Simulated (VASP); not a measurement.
Set up this calculation in VASP 6.6.1, as the native input.

- Task: single point
- Functional: LDA
- Potentials or basis: VASP PAW LDA potentials, release 64 (Ir_sv_GW)
- Cutoff: 500 eV
- k mesh: 21 × 21 × 12
- Occupations: gaussian, width 0.15 eV
- Spin: no spin polarisation
- Dipole correction: no
- Second run: valence_matched
- Further INCAR settings: ALGO = Normal; EDIFF = 1e-06; NBANDS = 24

The structure of Ir lies in POSCAR:

```
Ir
1.0
    2.7583201541      0.0000000000      0.0000000000
   -1.3791600771      2.3887753253      0.0000000000
    0.0000000000      0.0000000000      4.4722974870
Ir
2
Direct
    0.6666666667      0.3333333333      0.7500000000
    0.3333333333      0.6666666667      0.2500000000
```

The input as run:

INCAR

```
ALGO = Normal
EDIFF = 1E-6
ENCUT = 500
GGA_COMPAT = F
ISIF = 2
ISMEAR = 0
LASPH = T
LCHARG = F
LREAL = F
LWAVE = F
NBANDS = 24
NELM = 120
PREC = Accurate
SIGMA = 0.15
```

KPOINTS

```
k-points
0
Gamma
  21 21 12
```

Potentials or basis: VASP PAW LDA potentials, release 64 (Ir_sv_GW).

Launch:

```bash
$ cat potpaw_LDA.64/Ir_sv_GW/POTCAR > POTCAR
$ mpirun -np 1 vasp_std > vasp.out
```

It gave:

- Pressure: -21.8 GPa
- Band gap on the k mesh: zero (band 17 reaches 12.91 eV, above the bottom of band 18 at 9.78 eV)

Caveat: spin-orbit coupling is left out, which moves the levels of the heavy elements.

Run time: 62 s on 1 thread of Intel(R) Xeon(R) 6975P-C (Granite Rapids), on a shared host, peak memory 0.28 GiB.
